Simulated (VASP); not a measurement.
# AlNi3 (I4/mmm) in VASP: further runs

The runs below take AlNi3 through single point, with PBEsol.

Everything below comes from runs of VASP 6.6.1. Logs are shortened: lines on timing, memory, paths and dates and some standing lists are left out, and cuts for length are marked.

### Step 1. The cell of the first run

Symmetry: I4/mmm, No. 139, tetragonal system. Conventional cell: a = 4.442 Å, b = 4.442 Å, c = 4.442 Å, α = 90.00°, β = 90.00°, γ = 90.00°. Within 2.9 Å of Al (site symmetry 4/mmm) lie 10 Ni at 2.22 to 2.48 Å. Ni (site symmetry -4m2) has 6 Ni at 2.22 to 2.48 Å and 4 Al at 2.48 Å within 2.9 Å. Within 2.9 Å of Ni (site symmetry 4/mmm) lie 2 Al at 2.22 Å and 8 Ni at 2.48 Å.

### Step 2. Single point, PBEsol

INCAR

```
  PREC = Accurate
  ENCUT = 520
  EDIFF = 1E-7
  ISMEAR = 0
  SIGMA = 0.15
  LREAL = False
  LASPH = True
  NELM = 60
  ALGO = Fast
  ISIF = 2
  LWAVE = False
  LCHARG = False
  GGA = PS
  NBANDS = 24
```

KPOINTS

```
regular mesh
0
Gamma
  16 16 16
```

POSCAR

```
AlNi3
1.0
    0.0000000000      3.1412647448      2.2208741746
    3.1412647448      0.0000000000      2.2208741746
    3.1412647448      3.1412647448      0.0000000000
Al Ni
1 3
Direct
    0.5000000000      0.5000000000      0.5000000000
    0.2500000000      0.2500000000      0.2500000000
    0.0000000000      0.0000000000      0.0000000000
    0.7500000000      0.7500000000      0.7500000000
```

Potentials or basis: VASP PAW PBE potentials, release 64 (Al, Ni).

Launch:

```
$ cat potpaw_PBE.64/Al/POTCAR potpaw_PBE.64/Ni/POTCAR > POTCAR
$ mpirun -np 1 vasp_std > vasp.out
```

OUTCAR:

```text
PREC = Accurate
   ENCUT = 520
   EDIFF = 1E-7
   ISMEAR = 0
   LREAL = False
   LASPH = True
   NELM = 60
   ISIF = 2
   GGA = PS

 ion  position               nearest neighbor table
   1  0.500  0.500  0.500-   3 2.22   3 2.22   2 2.48   2 2.48   4 2.48   4 2.48   4 2.48   2 2.48
                             4 2.48   2 2.48   3 3.14   3 3.14   3 3.14   3 3.14
   2  0.250  0.250  0.250-   4 2.22   4 2.22   3 2.48   1 2.48   3 2.48   1 2.48   1 2.48   3 2.48
                             3 2.48   1 2.48
   3  0.000  0.000  0.000-   1 2.22   1 2.22   4 2.48   4 2.48   2 2.48   2 2.48   2 2.48   4 2.48
                             4 2.48   2 2.48   1 3.14   1 3.14   1 3.14   1 3.14
   4  0.750  0.750  0.750-   2 2.22   2 2.22   1 2.48   1 2.48   3 2.48   3 2.48   3 2.48   1 2.48
                             3 2.48   1 2.48

  LATTYP: Found a body centered tetragonal cell.
 ALAT       =     4.4424192051
 C/A-ratio  =     0.9998489886

  Lattice vectors:

 A1 = (   0.0000000000,  -3.1412647448,  -2.2208741746)
 A2 = (   0.0000000000,   3.1412647448,  -2.2208741746)
 A3 = (   3.1412647448,   0.0000000000,   2.2208741746)

Analysis of symmetry for initial positions (statically):
=====================================================================
 Subroutine PRICEL returns:
 Original cell was already a primitive cell.

 Routine SETGRP: Setting up the symmetry group for a
 body centered tetragonal supercell.

 Subroutine GETGRP returns: Found 16 space group operations
 (whereof 16 operations were pure point group operations)
 out of a pool of 16 trial point group operations.

The static configuration has the point symmetry D_4h.

Analysis of symmetry for dynamics (positions and initial velocities):
=====================================================================
 Subroutine PRICEL returns:
 Original cell was already a primitive cell.

 Routine SETGRP: Setting up the symmetry group for a
 body centered tetragonal supercell.

 Subroutine GETGRP returns: Found 16 space group operations
 (whereof 16 operations were pure point group operations)
 out of a pool of 16 trial point group operations.

The dynamic configuration has the point symmetry D_4h.

 Subroutine INISYM returns: Found 16 space group operations
 (whereof 16 operations are pure point group operations),
 and found     1 'primitive' translations

----------------------------------------------------------------------------------------

                                     Primitive cell

  volume of cell :      43.8291

  direct lattice vectors                    reciprocal lattice vectors
     0.000000000  3.141264745  2.220874175    -0.159171557  0.159171557  0.225136573
     3.141264745  0.000000000  2.220874175     0.159171557 -0.159171557  0.225136573
     3.141264745  3.141264745  0.000000000     0.159171557  0.159171557 -0.225136573

  length of vectors
     3.847054236  3.847054236  4.442419205     0.318367155  0.318367155  0.318367155

  position of ions in fractional coordinates (direct lattice)
     0.500000000  0.500000000  0.500000000
     0.250000000  0.250000000  0.250000000
     0.000000000  0.000000000  0.000000000
     0.750000000  0.750000000  0.750000000

  ion indices of the primitive-cell ions
   primitive index   ion index
                 1           1
                 2           2
                 3           3
                 4           4

----------------------------------------------------------------------------------------

 KPOINTS: regular mesh

Automatic generation of k-mesh.
 Grid dimensions read from file:
 generate k-points for:   16   16   16

 Generating k-lattice:

  Cartesian coordinates                     Fractional coordinates (reciprocal lattice)
    -0.009948222  0.009948222  0.014071036     0.062500000  0.000000000  0.000000000
     0.009948222 -0.009948222  0.014071036     0.000000000  0.062500000  0.000000000
     0.009948222  0.009948222 -0.014071036     0.000000000  0.000000000  0.062500000

  Length of vectors
     0.019897947  0.019897947  0.019897947

  Shift w.r.t. Gamma in fractional coordinates (k-lattice)
     0.000000000  0.000000000  0.000000000

 Subroutine IBZKPT returns following result:
 ===========================================

 Found    349 irreducible k-points:

 Following reciprocal coordinates:
            Coordinates               Weight
  0.000000  0.000000  0.000000      1.000000
  0.062500 -0.000000  0.000000      8.000000
  0.125000 -0.000000  0.000000      8.000000
  0.187500 -0.000000  0.000000      8.000000
  0.250000 -0.000000  0.000000      8.000000
  0.312500 -0.000000  0.000000      8.000000
[... 16 lines left out ...]
 -0.125000  0.062500  0.000000      8.000000
 -0.062500  0.062500  0.000000      4.000000
 [... further k-points ...]
   k-points           NKPTS =    349   k-points in BZ     NKDIM =    349   number of bands    NBANDS=     24
   number of dos      NEDOS =    301   number of ions     NIONS =      4
   total plane-waves  NPLWV =  32400
   dimension x,y,z NGX =    30 NGY =   30 NGZ =   36
   dimension x,y,z NGXF=    60 NGYF=   60 NGZF=   72
   ions per type =               1   3
   NGX,Y,Z   is equivalent  to a cutoff of  12.96, 12.96, 13.47 a.u.
   NGXF,Y,Z  is equivalent  to a cutoff of  25.93, 25.93, 26.94 a.u.
 SYSTEM =  unknown system
   PREC   = accura    normal or accurate (medium, high low for compatibility)
   ISTART =      0    job   : 0-new  1-cont  2-samecut
   ICHARG =      2    charge: 1-file 2-atom 10-const
   ISPIN  =      1    spin polarized calculation?
   LNONCOLLINEAR =      F non collinear calculations
   LSORBIT =      F    spin-orbit coupling
   LASPH  =      T    aspherical Exc in radial PAW
   ENCUT  =  520.0 eV  38.22 Ry    6.18 a.u.   7.15  7.15  8.26*2*pi/ulx,y,z
   NELM   =     60;   NELMIN=  2; NELMDL= -5     # of ELM steps
   EDIFF  = 0.1E-06   stopping-criterion for ELM
   LREAL  =      F    real-space projection
   EDIFFG = 0.1E-05   stopping-criterion for IOM
   NSW    =      0    number of steps for IOM
   IBRION =     -1    ionic relax: 0-MD 1-quasi-New 2-CG
   NFREE  =      0    steps in history (QN), initial steepest desc. (CG)
   ISIF   =      2    stress and relaxation
   ISYM   =      2    0-nonsym 1-usesym 2-fastsym
   POTIM  = 0.5000    time-step for ionic-motion
   TEBEG  =    0.0;   TEEND  =   0.0 temperature during run
   PSTRESS=    0.0 pullay stress
   NELECT =      33.0000    total number of electrons
   NUPDOWN=      -1.0000    fix difference up-down
   EMIN   =  10.00;   EMAX   =-10.00  energy-range for DOS
   EFERMI =   0.00;   METHOD = LEGACY
   ISMEAR =     0;   SIGMA  =   0.15  broadening in eV -4-tet -1-fermi 0-gaus
   EFERMI_NEDOS =   21; number of points for ismear=-14 and -15
   IALGO  =     68    algorithm
   IMIX   =      4    mixing-type and parameters
     AMIX     =   0.40;   BMIX     =  1.00
     AMIX_MAG =   1.60;   BMIX_MAG =  1.00
  volume/ion in A,a.u.               =      10.96        73.94
  Fermi-wavevector in a.u.,A,eV,Ry     =   1.489333  2.814431 30.179255  2.218113
  Thomas-Fermi vector in A             =   2.602255
   LORBIT       =      0    0 simple, 1 ext, 2 COOP (PROOUT), +10 PAW based schemes
   GGA     = PS    functional components
   LHFCALC =     F    Hartree Fock is set to
   AEXX    =    0.0000 exact exchange contribution
   IVDW    =     0    specifies the selected vdW correction
   LEPSILON=     F    determine dielectric tensor
   LRPA    =     F    only Hartree local field effects (RPA)
 non-spin polarized calculation
 RMM-DIIS sequential band-by-band and
 Gauss-broadening in eV      SIGMA  =   0.15
  energy-cutoff  :      520.00
  volume of cell :       43.83
 maximum number of plane-waves:      1205
 NGX is ok and might be reduce to    30

 number of electron      32.9999985 magnetization

 Free energy of the ion-electron system (eV)
  ---------------------------------------------------
  ext. energy  EPLUGINS =         0.00000000
  ---------------------------------------------------
  free energy    TOTEN  =       -22.92472866 eV

  energy without entropy =      -22.87444825  energy(sigma->0) =      -22.89958846

 E-fermi :   9.8396     XC(G=0): -12.9502

 val. band max:        9.8383939582   @ k =  -0.4375   0.1250   0.3750
 cond. band min:       9.8410684842   @ k =   0.3125   0.0000   0.1875
 fundamental gap:      0.0026745260
 Fermi energy:         9.8395771973

 k-point     1 :       0.0000    0.0000    0.0000
  band No.  band energies     occupation
      1      -0.3686      2.00000
      2       5.9060      2.00000
      3       6.0280      2.00000
      4       6.1259      2.00000
      5       6.1259      2.00000
      6       7.1357      2.00000
[... 16 lines left out ...]
     23      17.9861      0.00000
     24      18.1588      0.00000

 k-point     2 :       0.0625   -0.0000    0.0000
  band No.  band energies     occupation
      1      -0.3066      2.00000
      2       5.9039      2.00000
      3       6.0097      2.00000
      4       6.1325      2.00000
      5       6.1712      2.00000
      6       7.1027      2.00000
[... 16 lines left out ...]
     23      17.9617      0.00000
     24      18.4529      0.00000

 k-point     3 :       0.1250   -0.0000    0.0000
  band No.  band energies     occupation
      1      -0.1213      2.00000
      2       5.8916      2.00000
      3       5.9873      2.00000
      4       6.1532      2.00000
      5       6.2732      2.00000
      6       7.0023      2.00000
[... 16 lines left out ...]
     23      18.1629      0.00000
     24      19.0145      0.00000
[... 514 lines left out ...]
 k-point    23 :      -0.1250    0.0625    0.0000
  band No.  band energies     occupation
      1      -0.0638      2.00000
      2       5.7647      2.00000
      3       5.9354      2.00000
      4       6.1519      2.00000
      5       6.3379      2.00000
      6       6.9976      2.00000
[... 16 lines left out ...]
     23      17.9029      0.00000
     24      18.3420      0.00000

 k-point    24 :      -0.0625    0.0625    0.0000
  band No.  band energies     occupation
      1      -0.2465      2.00000
      2       5.8287      2.00000
      3       5.9593      2.00000
      4       6.1391      2.00000
      5       6.2415      2.00000
      6       7.0743      2.00000
[... 16 lines left out ...]
     23      17.6837      0.00000
     24      17.9986      0.00000

 [... further k-points ...]

------------------------ aborting loop because EDIFF is reached ----------------------------------------

  FORCE on cell =-STRESS in cart. coord.  units (eV):
  Direction    XX          YY          ZZ          XY          YZ          ZX
  --------------------------------------------------------------------------------------
  -------------------------------------------------------------------------------------
  Total       -2.1601944     -2.1601944     14.0300449      0.0000000     -0.0000000      0.0000000
  in kB      -78.9660452    -78.9660452    512.8691931      0.0000000     -0.0000000      0.0000000
  external PRESSURE =     118.3123675 kB  Pullay stress =       0.0000000 kB

 VOLUME and BASIS-vectors are now :
 -----------------------------------------------------------------------------
  energy-cutoff  :      520.00
  volume of cell :       43.83
      direct lattice vectors                 reciprocal lattice vectors
     0.000000000  3.141264745  2.220874175    -0.159171557  0.159171557  0.225136573
     3.141264745  0.000000000  2.220874175     0.159171557 -0.159171557  0.225136573
     3.141264745  3.141264745  0.000000000     0.159171557  0.159171557 -0.225136573

 POSITION                                       TOTAL-FORCE (eV/Angst)
 -----------------------------------------------------------------------------------
      3.14126      3.14126      2.22087        -0.000000      0.000000      0.000000
      1.57063      1.57063      1.11044         0.000000      0.000000      0.000000
      0.00000      0.00000      0.00000         0.000000      0.000000      0.000000
      4.71190      4.71190      3.33131        -0.000000     -0.000000     -0.000000
 -----------------------------------------------------------------------------------
    total drift:                                0.000000     -0.000000      0.000000

  FREE ENERGIE OF THE ION-ELECTRON SYSTEM (eV)
  ---------------------------------------------------
  free  energy   TOTEN  =       -22.9247286628 eV

  energy  without entropy=      -22.8744482481  energy(sigma->0) =      -22.89958846
```

It took 16 min on 1 thread of AMD EPYC 7R13, shared host; peak memory 0.39 GiB.

What came out:

* Free energy: -22.9247 eV
* Pressure: 11.8 GPa

Levels at points of the mesh, in eV from the Fermi level:
```tsv
k point	band 13	band 14	band 15	band 16	band 17	band 18	band 19	band 20
(0.00, 0.00, 0.00)	-0.40	-0.40	-0.29	-0.14	3.71	3.71	4.81	5.40
(0.50, 0.00, 0.00)	-1.49	-1.30	-0.54	-0.32	-0.15	2.94	3.22	3.97
(0.50, 0.50, 0.00)	-1.25	-1.17	-1.02	-0.40	-0.40	-0.36	2.08	2.36
(0.50, 0.00, 0.50)	-0.67	-0.60	-0.41	-0.22	-0.19	0.20	0.72	6.19
```

Caveat: the PAW data sets were made with another functional, which shifts forces and pressure a little.

### Step 3. Single point, PBEsol

This run uses another cell than the first one, of the same volume but with other edges.

INCAR

```
SYSTEM = AlNi3
PREC = Accurate
ENCUT = 520
EDIFF = 1E-7
ISMEAR = 0
SIGMA = 0.15
LREAL = .False.
LASPH = .True.
NELM = 80
ALGO = Fast
ISIF = 2
LWAVE = .False.
LCHARG = .False.
GGA = PS
NBANDS = 24
```

KPOINTS

```
regular mesh
0
Gamma
  16 16 16
  0 0 0
```

POSCAR

```
AlNi3
1.0
    0.0000000000      2.4932234802      3.5254180010
    2.4932234802      0.0000000000      3.5254180010
    2.4932234802      2.4932234802      0.0000000000
Al Ni
1 3
Direct
    0.5000000000      0.5000000000      0.5000000000
    0.2500000000      0.2500000000      0.2500000000
    0.0000000000      0.0000000000      0.0000000000
    0.7500000000      0.7500000000      0.7500000000
```

Potentials or basis: VASP PAW PBE potentials, release 64 (Al, Ni).

Launch:

```
$ cat potpaw_PBE.64/Al/POTCAR potpaw_PBE.64/Ni/POTCAR > POTCAR
$ mpirun -np 1 vasp_std > vasp.out
```

Wall time 16 min (1 thread of AMD EPYC 7R13, shared host); peak memory 0.39 GiB.

It converged, with:

* Free energy: -24.1649 eV
* Pressure: 0.0 GPa

Stress tensor (GPa, compression positive):
```
 1.38  0.00  0.00
 0.00  1.38  0.00
 0.00  0.00 -2.70
```

Levels at points of the mesh, in eV from the Fermi level:
| k point | band 13 | band 14 | band 15 | band 16 | band 17 | band 18 | band 19 | band 20 |
| --- | --- | --- | --- | --- | --- | --- | --- | --- |
| (0.00, 0.00, 0.00) | -0.75 | -0.75 | -0.40 | 0.15 | 0.87 | 5.57 | 5.57 | 5.82 |
| (0.50, 0.00, 0.00) | -1.07 | -1.07 | -1.01 | -0.26 | -0.03 | 1.72 | 3.01 | 6.28 |
| (0.50, 0.50, 0.00) | -0.41 | -0.27 | -0.27 | -0.19 | 0.15 | 0.83 | 0.83 | 6.69 |
| (0.50, 0.00, 0.50) | -1.21 | -0.94 | -0.87 | -0.54 | -0.42 | -0.18 | 1.00 | 3.87 |

Caveat: the PAW data sets were made with another functional, which shifts forces and pressure a little.

(Part 1 of 2 ends here.)
